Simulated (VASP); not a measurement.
Here is a VASP 6.6.1 calculation.

The input INCAR:

```
SYSTEM = ZnSiP2
PREC = Accurate
ENCUT = 520
EDIFF = 1E-6
ISMEAR = 0
SIGMA = 0.02
LREAL = .FALSE.
LASPH = .TRUE.
NELM = 100
ALGO = Normal
ISIF = 2
LWAVE = .FALSE.
LCHARG = .FALSE.
NBANDS = 36
```

KPOINTS

```
Automatic mesh
0
G
  8 8 8
  0 0 0
```

File POSCAR:

```
ZnSiP2
1.0
   -2.6530359936      2.6530359936      5.1913418586
    2.6530359936     -2.6530359936      5.1913418586
    2.6530359936      2.6530359936     -5.1913418586
Zn Si P
2 2 4
Direct
    0.0000000000      0.0000000000      0.0000000000
    0.7500000000      0.2500000000      0.5000000000
    0.5000000000      0.5000000000      0.0000000000
    0.2500000000      0.7500000000      0.5000000000
    0.3750000000      0.3878664047      0.5128664047
    0.8750000000      0.8621335953      0.4871335953
    0.6121335953      0.1250000000      0.9871335953
    0.1378664047      0.6250000000      0.0128664047
```

Potentials or basis: VASP PAW LDA potentials, release 64 (Zn, Si, P).

Run with:

```sh
$ cat potpaw_LDA.64/Zn/POTCAR potpaw_LDA.64/Si/POTCAR potpaw_LDA.64/P/POTCAR > POTCAR
$ mpirun -np 1 vasp_std > vasp.out
```

Task: Estimate the largest force.

Result: 0.033 eV/Å.

Task: Estimate the pressure.

Result: 0.1 GPa.

Task: Predict the band gap on the k mesh.

Result: 1.12 eV, direct.

Forces in eV/Å, atoms in the order of the input:
```
Zn   0.000  0.000  0.000
Zn   0.000  0.000  0.000
Si   0.000  0.000  0.000
Si   0.000  0.000  0.000
P    0.033  0.000  0.000
P   -0.033  0.000  0.000
P    0.000 -0.033  0.000
P    0.000  0.033  0.000
```

A k mesh can miss the band edges. As with any semilocal functional, this LDA gap is likely too small.
